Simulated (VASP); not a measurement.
A run of VASP 6.6.1 is set up as follows.

Contents of INCAR:

```
ALGO = Fast ; EDIFF = 1E-6
ENCUT = 520 ; GGA = PE
ISIF = 2 ; ISMEAR = 0
LASPH = T ; LCHARG = F
LREAL = F ; LWAVE = F
NBANDS = 41 ; NELM = 80
PREC = Accurate ; SIGMA = 0.1
```

Contents of KPOINTS:

```
k-points
0
Gamma
  12 12 12
```

The input POSCAR:

```
Ti5Si
1.0
    2.4666138521      1.4241001715      4.3692931109
   -2.4666138521      1.4241001715      4.3692931109
    0.0000000000     -2.8482003430      4.3692931109
Ti Si
5 1
Direct
    0.1511789246      0.1511789246      0.1511789246
    0.6064603339      0.3935396661      0.0000000000
    0.0000000000      0.6064603339      0.3935396661
    0.8488210754      0.8488210754      0.8488210754
    0.3935396661      0.0000000000      0.6064603339
    0.5000000000      0.5000000000      0.5000000000
```

Potentials or basis: VASP PAW PBE potentials, release 64 (Ti_sv, Si).

Launch:

```console
$ cat potpaw_PBE.64/Ti_sv/POTCAR potpaw_PBE.64/Si/POTCAR > POTCAR
$ mpirun -np 1 vasp_std > vasp.out
```

Predict the pressure.

8.1 GPa.

What does it give for the largest force?

0.008 eV/Å.

Forces on the atoms (eV/Å):
```
Ti   0.000  0.000  0.008
Ti  -0.004  0.000  0.000
Ti   0.002 -0.003  0.000
Ti   0.000  0.000 -0.008
Ti   0.002  0.003  0.000
Si   0.000  0.000  0.000
```

Caveat: the cell stands under pressure.
